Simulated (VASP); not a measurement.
A run of VASP 6.6.1 is set up as follows.

INCAR

```
SYSTEM = NaCl
PREC = Accurate ; ENCUT = 500
EDIFF = 1E-6 ; ISMEAR = 0
SIGMA = 0.01 ; LREAL = .False.
LASPH = .True. ; NELM = 120
ALGO = Normal ; ISIF = 2
LWAVE = .False. ; LCHARG = .True.
GGA = PE ; LELF = .True.
LVHAR = .True. ; NBANDS = 14
GGA_COMPAT = .False.
```

The input KPOINTS:

```
regular mesh
0
Gamma
  4 4 4
  0 0 0
```

File POSCAR:

```
NaCl
1.0
    3.5162697434      0.0000000000      0.0000000000
    0.0000000000      3.5162697434      0.0000000000
    0.0000000000      0.0000000000      3.5162697434
Na Cl
1 1
Direct
    0.0000000000      0.0000000000      0.0000000000
    0.5000000000      0.5000000000      0.5000000000
```

Potentials or basis: VASP PAW PBE potentials, release 64 (Na_pv, Cl).

The run is started by

```sh
$ cat potpaw_PBE.64/Na_pv/POTCAR potpaw_PBE.64/Cl/POTCAR > POTCAR
$ mpirun -np 1 vasp_std > vasp.out
```

Question: What does it give for the band gap on the k mesh?

Answer: 3.93 eV (least direct gap 4.41 eV).

Question: What does it give for the pressure?

Answer: -0.2 GPa.

Caveat: the k points lie up to 0.45 Å⁻¹ apart. A k mesh can miss the band edges.
